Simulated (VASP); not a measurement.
# AlSi16 (a cell with a defect) in VASP: single point with LDA

Aim: the single point of AlSi16 (a cell with a defect) with LDA.

Program: VASP 6.6.1. These are calculated values, not measurements. Logs are shortened: lines on timing, memory, paths and dates and some standing lists are left out, and cuts for length are marked.

## 1. The cell of the first run

The cell holds a defect, 17 atoms: a = 7.679 Å, b = 7.679 Å, c = 7.679 Å, α = 60.00°, β = 60.00°, γ = 60.00°.

## 2. Single point, LDA, collinear spin, zero start

The input, INCAR:

```
ALGO = Normal
EDIFF = 1E-7
ENCUT = 520
ISIF = 2
ISMEAR = 0
ISPIN = 2
LASPH = T
LCHARG = T
LELF = T
LORBIT = 11
LREAL = Auto
LVHAR = T
LWAVE = F
MAGMOM = 0 0 0 0 0 0 0 0 0 0 0 0 0 0 0 0 0
NBANDS = 52
NELM = 150
PREC = Accurate
SIGMA = 0.05
```

The input, KPOINTS:

```
k-points
0
Gamma
  2 2 2
```

The input, POSCAR:

```
AlSi16
1.0
    0.0000000000      5.4300000000      5.4300000000
    5.4300000000      0.0000000000      5.4300000000
    5.4300000000      5.4300000000      0.0000000000
Si Al
16 1
Direct
   -0.0533357274      0.0176965009      0.0179001842
    0.1180232965      0.1141516575      0.1143569982
    0.0078458564     -0.0288906077      0.5106018416
    0.1180237569      0.1141500921      0.6536296501
    0.0078441989      0.5103983425     -0.0286852670
    0.1180232044      0.6534254144      0.1143552486
    0.0078437385      0.5103999079      0.5106034070
    0.1792183241      0.6068439227      0.6070496317
    0.4907043278     -0.0012352670     -0.0010310313
    0.5710953039      0.1428886740      0.1430881215
    0.4907043278     -0.0012352670      0.5117221915
    0.6351678637      0.1130185083      0.6259868324
    0.4907044199      0.5115226519     -0.0010333333
    0.6351664825      0.6257825046      0.1132270718
    0.5548021179      0.4816476059      0.4818558932
    0.6351662983      0.6257832413      0.6259847145
    1.0629656538      0.3122623389      0.3124676796
```

Potentials or basis: VASP PAW LDA potentials, release 64 (Si, Al).

Command:

```
cat potpaw_LDA.64/Si/POTCAR potpaw_LDA.64/Al/POTCAR > POTCAR
mpirun -np 1 vasp_std > vasp.out
```

OUTCAR:

```text
EDIFF = 1E-7
   ENCUT = 520
   ISIF = 2
   ISMEAR = 0
   ISPIN = 2
   LASPH = T
   LORBIT = 11
   LREAL = Auto
   NELM = 150
   PREC = Accurate

 ion  position               nearest neighbor table
   1  0.947  0.018  0.018-   4 2.31   2 2.31   6 2.31  10 2.35
   2  0.118  0.114  0.114-   1 2.31   9 2.34  17 2.42   3 2.49   5 2.49
   3  0.008  0.971  0.511-   8 2.31  12 2.34  17 2.42   2 2.49   4 2.49
   4  0.118  0.114  0.654-   1 2.31  11 2.34  17 2.42   3 2.49   7 2.49
   5  0.008  0.510  0.971-   8 2.31  14 2.34  17 2.42   6 2.49   2 2.49
   6  0.118  0.653  0.114-   1 2.31  13 2.34  17 2.42   5 2.49   7 2.49
   7  0.008  0.510  0.511-   8 2.31  16 2.34  17 2.42   6 2.49   4 2.49
   8  0.179  0.607  0.607-   7 2.31   5 2.31   3 2.31  15 2.35
   9  0.491  0.999  0.999-  10 2.33   2 2.34  12 2.34  14 2.34
  10  0.571  0.143  0.143-  13 2.33   9 2.33  11 2.33   1 2.35  17 3.19
  11  0.491  0.999  0.512-  10 2.33   4 2.34  16 2.34  12 2.34
  12  0.635  0.113  0.626-  15 2.33   3 2.34  11 2.34   9 2.34
  13  0.491  0.512  0.999-  10 2.33   6 2.34  16 2.34  14 2.34
  14  0.635  0.626  0.113-  15 2.33   5 2.34   9 2.34  13 2.34
  15  0.555  0.482  0.482-  16 2.33  14 2.33  12 2.33   8 2.35  17 3.19
  16  0.635  0.626  0.626-  15 2.33   7 2.34  11 2.34  13 2.34
  17  0.063  0.312  0.312-   4 2.42   6 2.42   2 2.42   7 2.42   3 2.42   5 2.42  10 3.19  15 3.19

  LATTYP: Found a face centered cubic cell.
 ALAT       =    10.8600000000

  Lattice vectors:

 A1 = (   0.0000000000,   5.4300000000,   5.4300000000)
 A2 = (   5.4300000000,   0.0000000000,   5.4300000000)
 A3 = (   5.4300000000,   5.4300000000,   0.0000000000)

Analysis of symmetry for initial positions (statically):
=====================================================================
 Subroutine PRICEL returns:
 Original cell was already a primitive cell.

 Routine SETGRP: Setting up the symmetry group for a
 face centered cubic supercell.

 Subroutine GETGRP returns: Found  6 space group operations
 (whereof  1 operations were pure point group operations)
 out of a pool of 48 trial point group operations.

The static configuration has the point symmetry C_1 .
 The point group associated with its full space group is C_3v.

Analysis of symmetry for dynamics (positions and initial velocities):
=====================================================================
 Subroutine PRICEL returns:
 Original cell was already a primitive cell.

 Routine SETGRP: Setting up the symmetry group for a
 face centered cubic supercell.

 Subroutine GETGRP returns: Found  6 space group operations
 (whereof  1 operations were pure point group operations)
 out of a pool of 48 trial point group operations.

The dynamic configuration has the point symmetry C_1 .
 The point group associated with its full space group is C_3v.

Analysis of structural, dynamic, and magnetic symmetry:
=====================================================================
 Subroutine PRICEL returns:
 Original cell was already a primitive cell.

 Routine SETGRP: Setting up the symmetry group for a
 face centered cubic supercell.

 Subroutine GETGRP returns: Found  6 space group operations
 (whereof  1 operations were pure point group operations)
 out of a pool of 48 trial point group operations.

The overall configuration has the point symmetry C_1 .
 The point group associated with its full space group is C_3v.

 Subroutine INISYM returns: Found  6 space group operations
 (whereof  1 operations are pure point group operations),
 and found     1 'primitive' translations

----------------------------------------------------------------------------------------

                                     Primitive cell

  volume of cell :     320.2060

  direct lattice vectors                    reciprocal lattice vectors
     0.000000000  5.430000000  5.430000000    -0.092081031  0.092081031  0.092081031
     5.430000000  0.000000000  5.430000000     0.092081031 -0.092081031  0.092081031
     5.430000000  5.430000000  0.000000000     0.092081031  0.092081031 -0.092081031

  length of vectors
     7.679179644  7.679179644  7.679179644     0.159489025  0.159489025  0.159489025

  position of ions in fractional coordinates (direct lattice)
     0.946664273  0.017696501  0.017900184
     0.118023296  0.114151658  0.114356998
     0.007845856  0.971109392  0.510601842
     0.118023757  0.114150092  0.653629650
[... 75 lines left out ...]
   PREC   = accura    normal or accurate (medium, high low for compatibility)
   ISTART =      0    job   : 0-new  1-cont  2-samecut
   ICHARG =      2    charge: 1-file 2-atom 10-const
   ISPIN  =      2    spin polarized calculation?
   LNONCOLLINEAR =      F non collinear calculations
   LSORBIT =      F    spin-orbit coupling
   LASPH  =      T    aspherical Exc in radial PAW
   ENCUT  =  520.0 eV  38.22 Ry    6.18 a.u.  14.28 14.28 14.28*2*pi/ulx,y,z
   NELM   =    150;   NELMIN=  2; NELMDL= -5     # of ELM steps
   EDIFF  = 0.1E-06   stopping-criterion for ELM
   LREAL  =      T    real-space projection
   EDIFFG = 0.1E-05   stopping-criterion for IOM
   NSW    =      0    number of steps for IOM
   IBRION =     -1    ionic relax: 0-MD 1-quasi-New 2-CG
   NFREE  =      0    steps in history (QN), initial steepest desc. (CG)
   ISIF   =      2    stress and relaxation
   ISYM   =      2    0-nonsym 1-usesym 2-fastsym
   POTIM  = 0.5000    time-step for ionic-motion
   TEBEG  =    0.0;   TEEND  =   0.0 temperature during run
   PSTRESS=    0.0 pullay stress
   NELECT =      67.0000    total number of electrons
   NUPDOWN=      -1.0000    fix difference up-down
   EMIN   =  10.00;   EMAX   =-10.00  energy-range for DOS
   EFERMI =   0.00;   METHOD = LEGACY
   ISMEAR =     0;   SIGMA  =   0.05  broadening in eV -4-tet -1-fermi 0-gaus
   EFERMI_NEDOS =   21; number of points for ismear=-14 and -15
   IALGO  =     38    algorithm
   IMIX   =      4    mixing-type and parameters
     AMIX     =   0.40;   BMIX     =  1.00
     AMIX_MAG =   1.60;   BMIX_MAG =  1.00
  volume/ion in A,a.u.               =      18.84       127.11
  Fermi-wavevector in a.u.,A,eV,Ry     =   0.971904  1.836632 12.852022  0.944597
  Thomas-Fermi vector in A             =   2.102159
   LORBIT       =     11    0 simple, 1 ext, 2 COOP (PROOUT), +10 PAW based schemes
   GGA     = CA    functional components
   LHFCALC =     F    Hartree Fock is set to
   AEXX    =    0.0000 exact exchange contribution
   IVDW    =     0    specifies the selected vdW correction
   LEPSILON=     F    determine dielectric tensor
   LRPA    =     F    only Hartree local field effects (RPA)
 spin polarized calculation
 Gauss-broadening in eV      SIGMA  =   0.05
  energy-cutoff  :      520.00
  volume of cell :      320.21
 maximum number of plane-waves:      8646
 NGX is ok and might be reduce to    60
   NGX = 29   NGY = 29   NGZ = 29

 number of electron      67.0000000 magnetization      -0.0000000

 number of electron      67.0000000 magnetization       0.0000126

 Free energy of the ion-electron system (eV)
  ---------------------------------------------------
  ext. energy  EPLUGINS =         0.00000000
  ---------------------------------------------------
  free energy    TOTEN  =       -95.37274326 eV

  energy without entropy =      -95.35828962  energy(sigma->0) =      -95.36551644

 E-fermi :   6.7505     XC(G=0):  -9.8480

 val. band max:        6.6777472104   @ k =   0.5000   0.5000   0.0000
 cond. band min:       6.7739216087   @ k =   0.0000   0.5000   0.0000
 fundamental gap:      0.0961743983
 Fermi energy:         6.7505295206

 spin component 1

 k-point     1 :       0.0000    0.0000    0.0000
  band No.  band energies     occupation
      1      -5.9816      1.00000
      2      -3.5775      1.00000
      3      -3.5390      1.00000
      4      -3.5390      1.00000
      5      -3.5062      1.00000
      6      -2.0964      1.00000
[... 181 lines left out ...]
     44      10.1708      0.00000
     45      10.3422      0.00000
 Fermi energy:         6.7505295206

 spin component 2

 k-point     1 :       0.0000    0.0000    0.0000
  band No.  band energies     occupation
      1      -5.9816      1.00000
      2      -3.5775      1.00000
      3      -3.5390      1.00000
      4      -3.5390      1.00000
      5      -3.5062      1.00000
      6      -2.0964      1.00000
[... 181 lines left out ...]
     44      10.1708      0.00000
     45      10.3422      0.00000
 [bands above 45 left out]

------------------------ aborting loop because EDIFF is reached ----------------------------------------

  FORCE on cell =-STRESS in cart. coord.  units (eV):
  Direction    XX          YY          ZZ          XY          YZ          ZX
  --------------------------------------------------------------------------------------
  -------------------------------------------------------------------------------------
  Total        3.3374219      3.3374219      3.3374219      1.6488720     -1.6488720      1.6488720
  in kB       16.6990670     16.6990670     16.6990670      8.2502675     -8.2502675      8.2502675
  external PRESSURE =      16.6990670 kB  Pullay stress =       0.0000000 kB

 VOLUME and BASIS-vectors are now :
 -----------------------------------------------------------------------------
  energy-cutoff  :      520.00
  volume of cell :      320.21
      direct lattice vectors                 reciprocal lattice vectors
     0.000000000  5.430000000  5.430000000    -0.092081031  0.092081031  0.092081031
     5.430000000  0.000000000  5.430000000     0.092081031 -0.092081031  0.092081031
     5.430000000  5.430000000  0.000000000     0.092081031  0.092081031 -0.092081031

 POSITION                                       TOTAL-FORCE (eV/Angst)
 -----------------------------------------------------------------------------------
      0.19329      5.23759      5.23648         0.003888     -0.003888     -0.003888
      1.24080      1.26183      1.26071         0.004940     -0.002299     -0.002299
      8.04569      2.81517      5.31573        -0.001291      0.001291      0.003852
      4.16904      4.19008      1.26070         0.002299     -0.004940     -0.002299
      8.04570      5.31683      2.81406        -0.001291      0.003852      0.001291
      4.16905      1.26181      4.18897         0.002299     -0.002299     -0.004940
[... 9 lines left out ...]
      6.79710      6.84805      6.84696        -0.001363     -0.002982     -0.002982
      3.39228      2.03860      2.03749         0.000681     -0.000681     -0.000681
 -----------------------------------------------------------------------------------
    total drift:                               -0.000733      0.015062      0.008544

  FREE ENERGIE OF THE ION-ELECTRON SYSTEM (eV)
  ---------------------------------------------------
  free  energy   TOTEN  =       -95.3727432592 eV

  energy  without entropy=      -95.3582896194  energy(sigma->0) =      -95.36551644

 total charge

# of ion       s       p       d       tot
------------------------------------------
    1        0.763   0.956   0.000   1.719
    2        0.765   0.929   0.000   1.694
    3        0.765   0.929   0.000   1.694
    4        0.765   0.929   0.000   1.694
    5        0.765   0.929   0.000   1.694
    6        0.765   0.929   0.000   1.694
[... 9 lines left out ...]
   16        0.753   0.954   0.000   1.706
   17        0.472   0.411   0.000   0.883
--------------------------------------------------
tot         12.606  15.536   0.000  28.142

 magnetization (x)

# of ion       s       p       d       tot
------------------------------------------
    1        0.000   0.000   0.000   0.000
    2        0.000   0.000   0.000   0.000
    3        0.000   0.000   0.000   0.000
    4        0.000   0.000   0.000   0.000
    5        0.000   0.000   0.000   0.000
    6        0.000   0.000   0.000   0.000
[... 9 lines left out ...]
   16       -0.000  -0.000   0.000  -0.000
   17        0.000   0.000   0.000   0.000
--------------------------------------------------
tot          0.000   0.000   0.000   0.000
```

Run time: 98 s. Hardware: 1 thread of Intel Xeon 6975P-C (Granite Rapids), shared host; peak memory 0.42 GiB.

What came out:

| Quantity | Value |
| --- | --- |
| Free energy | -95.3727 eV |
| Pressure | 1.7 GPa |
| Largest force | 0.009 eV/Å |
| Net moment | 0.00 μB per cell |
| Valence electrons inside the program's atomic spheres | Si 1.72, 1.69, 1.71; Al 0.88 |

Forces on the atoms (eV/Å):
```
Si   0.004 -0.004 -0.004
Si   0.005 -0.002 -0.002
Si  -0.001  0.001  0.004
Si   0.002 -0.005 -0.002
Si  -0.001  0.004  0.001
Si   0.002 -0.002 -0.005
Si  -0.004  0.001  0.001
Si  -0.005  0.005  0.005
Si  -0.001  0.004  0.004
Si   0.001 -0.001 -0.001
Si  -0.004  0.001  0.004
Si   0.003 -0.003  0.001
Si  -0.004  0.004  0.001
Si   0.003  0.001 -0.003
Si   0.000  0.000  0.000
Si  -0.001 -0.003 -0.003
Al   0.001 -0.001 -0.001
```

Levels at points of the mesh, in eV from the Fermi level:
Spin up:
| k point | band 31 | band 32 | band 33 | band 34 | band 35 | band 36 |
| --- | --- | --- | --- | --- | --- | --- |
| (0.00, 0.00, 0.00) | -0.96 | -0.70 | -0.70 | -0.56 | -0.18 | -0.18 |
| (0.50, 0.00, 0.00) | -1.33 | -1.33 | -0.45 | 0.18 | 0.31 | 0.31 |
| (0.00, 0.50, 0.00) | -1.43 | -1.36 | -0.30 | 0.02 | 0.40 | 0.54 |
| (0.50, 0.50, 0.00) | -1.94 | -1.77 | -0.07 | 0.05 | 0.92 | 1.46 |
Spin down:
| k point | band 30 | band 31 | band 32 | band 33 | band 34 | band 35 | band 36 | band 37 |
| --- | --- | --- | --- | --- | --- | --- | --- | --- |
| (0.00, 0.00, 0.00) | -1.41 | -0.96 | -0.70 | -0.70 | -0.56 | -0.18 | -0.18 | 0.10 |
| (0.50, 0.00, 0.00) | -1.42 | -1.33 | -1.33 | -0.45 | 0.18 | 0.31 | 0.31 | 1.09 |
| (0.00, 0.50, 0.00) | -1.43 | -1.43 | -1.36 | -0.30 | 0.02 | 0.40 | 0.54 | 0.79 |
| (0.50, 0.50, 0.00) | -1.98 | -1.94 | -1.77 | -0.07 | 0.05 | 0.92 | 1.46 | 1.50 |

Caveat: the k points lie up to 0.50 Å⁻¹ apart.
